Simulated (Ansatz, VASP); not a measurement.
Sb in VASP and in Ansatz

The input INCAR:

```
SYSTEM = Sb
PREC = Accurate
ENCUT = 520
EDIFF = 1E-6
ISMEAR = 0
SIGMA = 0.15
LREAL = .False.
LASPH = .True.
NELM = 80
ALGO = Normal
ISIF = 2
LWAVE = .False.
LCHARG = .True.
GGA = CA
LELF = .True.
LVHAR = .True.
NBANDS = 8
```

KPOINTS

```
Automatic mesh
0
Gamma
  18 18 18
  0 0 0
```

POSCAR

```
Sb
1.0
    0.0000000000      2.4898046477      2.2526803955
    2.4898046477      0.0000000000      2.2526803955
    2.4898046477      2.4898046477      0.0000000000
Sb
1
Direct
    0.0000000000      0.0000000000      0.0000000000
```

Input for Ansatz:

```yaml
crystal:
  lattice:
    - [0.0, 2.4898046477, 2.2526803955]
    - [2.4898046477, 0.0, 2.2526803955]
    - [2.4898046477, 2.4898046477, 0.0]
  atoms:
    - { symbol: Sb, position: [0.0, 0.0, 0.0] }
basis:
  ecutwfc: 420
kpoints:
  mp_grid: { grid: [18, 18, 18] }
hamiltonian:
  xc: lda
scf:
  occupations: { method: gaussian, width: 0.15 }
output:
  forces: true
  stress: true
  eigenvalues: true
```

Change from the starting cell: strain +0.050 along x and y, -0.050 along z, atoms carried along.

Alike in both runs: task single point; functional LDA; k mesh 18 × 18 × 18; occupations gaussian, width 0.15 eV; no spin polarisation.

```csv
,VASP,Ansatz
version,VASP 6.6.1,Ansatz 0.2.0
potentials or method,"VASP PAW LDA potentials, release 64 (Sb), cutoff 520 eV","scalar-relativistic, plane waves, PAW"
valence electrons in the cell,5,15
```

|  | VASP | Ansatz | Ansatz less VASP |
| --- | --- | --- | --- |
| gap on the k mesh at the Fermi level (eV) | none | none | - |
| pressure (GPa) | -4.9 | -4.9 | -0.04 |
| traceless stress, the component that is largest in VASP (GPa) | -1.95 | -1.94 | +0.011 |

LDA's correlation is that of Perdew and Zunger in VASP and of Perdew and Wang (1992) in Ansatz. A gap of «none» marks a metal or a gap that the smearing closes. VASP's potentials hold 5 valence electrons a cell and Ansatz's 15, so a difference there can come from the potentials and not from the codes.

Spin-orbit coupling is off throughout.
